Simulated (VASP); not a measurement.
Wanted: the native input for a VASP 6.6.1 run.

```
Task                   : single point
Functional             : r2SCAN
Potentials or basis    : VASP PAW PBE potentials, release 64 (Pt)
Cutoff                 : 520 eV
k mesh                 : 12 × 12 × 8
Occupations            : gaussian, width 0.15 eV
Spin                   : no spin polarisation
Dipole correction      : no
Further INCAR settings : ALGO = Normal; EDIFF = 1e-07; NBANDS = 17
```

Crystal: Pt.

```
CELL_PARAMETERS angstrom
2.73297 0.00000 0.00000
-1.36648 2.36682 0.00000
0.00000 0.00000 4.76535
ATOMIC_POSITIONS crystal
Pt 0.66667 0.33333 0.75000
Pt 0.33333 0.66667 0.25000
```

The input as run:

POSCAR

```
Pt
1.0
    2.7329693150      0.0000000000      0.0000000000
   -1.3664846575      2.3668208545      0.0000000000
    0.0000000000      0.0000000000      4.7653532650
Pt
2
Direct
    0.6666666667      0.3333333333      0.7500000000
    0.3333333333      0.6666666667      0.2500000000
```

INCAR.step1

```
  PREC = Accurate
  ENCUT = 520
  ISMEAR = 0
  SIGMA = 0.15
  LREAL = F
  LASPH = T
  NELM = 80
  NBANDS = 17
  GGA = PE
  ALGO = Normal
  EDIFF = 1E-4
  LWAVE = T
  LCHARG = F
```

INCAR.step2

```
  PREC = Accurate
  ENCUT = 520
  EDIFF = 1E-7
  ISMEAR = 0
  SIGMA = 0.15
  LREAL = F
  LASPH = T
  NELM = 80
  ALGO = Normal
  ISIF = 2
  LWAVE = F
  LCHARG = F
  METAGGA = R2SCAN
  LMIXTAU = T
  NBANDS = 17
  ISTART = 1
```

KPOINTS

```
Automatic mesh
0
Gamma
  12 12 8
```

Potentials or basis: VASP PAW PBE potentials, release 64 (Pt).

The run is started by

```console
$ cat potpaw_PBE.64/Pt/POTCAR > POTCAR
$ cp INCAR.step1 INCAR
$ mpirun -np 1 vasp_std > vasp.out
$ cp INCAR.step2 INCAR
$ mpirun -np 1 vasp_std > vasp.out
```

Results of the run:

```yaml
Pressure: 0.8 GPa
Band_gap_on_the_k_mesh: zero (band 10 reaches 11.13 eV, above the bottom of band 11 at 9.68 eV)
```

Caveat: the PAW data sets were made with another functional, which shifts forces and pressure a little; spin-orbit coupling is left out, which moves the levels of the heavy elements.

It took 2.3 min on 1 thread of AMD EPYC 7R13 Processor (Zen 3), with other jobs on the host, peak memory 0.14 GiB.
